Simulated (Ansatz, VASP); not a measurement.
GaN in VASP and in Ansatz

```
CELL_PARAMETERS angstrom
0.00000 2.13524 2.13524
2.13524 0.00000 2.13524
2.13524 2.13524 0.00000
ATOMIC_POSITIONS crystal
Ga 0.00000 0.00000 0.00000
N 0.50000 0.50000 0.50000
```

Alike in both runs: task single point; functional LDA; k mesh 14 × 14 × 14; occupations gaussian, width 0.01 eV; no spin polarisation.

|  | VASP | Ansatz |
| --- | --- | --- |
| version | VASP 6.6.1 | Ansatz 0.2.0 |
| potentials or method | VASP PAW LDA potentials, release 64 (Ga_d, N), cutoff 600 eV | scalar-relativistic, plane waves, PAW |
| valence electrons in the cell | 18 | 18 |

```csv
,VASP,Ansatz,Ansatz less VASP
gap on the k mesh at the Fermi level (eV),0.22,0.20,-0.019
least direct gap on the mesh (eV),2.45,2.42,-0.029
pressure (GPa),-12.5,-13.7,-1.12
```

LDA's correlation is that of Perdew and Zunger in VASP and of Perdew and Wang (1992) in Ansatz.
